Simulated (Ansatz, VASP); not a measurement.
# MgO in VASP and in Ansatz

```
Mg O
1.0
     3.48638    0.00000    0.00000
    -1.74319    3.01929    0.00000
     0.00000    0.00000    4.17804
Mg O
2 2
Direct
  0.66667 0.33333 0.75000
  0.33333 0.66667 0.25000
  0.66667 0.33333 0.25000
  0.33333 0.66667 0.75000
```

Alike in both runs: task single point; functional PBEsol; k mesh 6 × 6 × 4; no spin polarisation.

```csv
,VASP,Ansatz
version,VASP 6.6.1,Ansatz 0.2.0
potentials or method,"VASP PAW PBE potentials, release 64 (Mg, O), cutoff 520 eV","plane waves, PAW"
occupations,"gaussian, width 0.01 eV",fixed
valence electrons in the cell,16,32
```

Ansatz gave:

- gap on the k mesh at the Fermi level (eV): 3.32

Q: Which values does VASP return?

A: gap on the k mesh at the Fermi level (eV): 3.31.

VASP's potentials were made for PBE, not for PBEsol. VASP's potentials hold 16 valence electrons a cell and Ansatz's 32, so a difference there can come from the potentials and not from the codes.
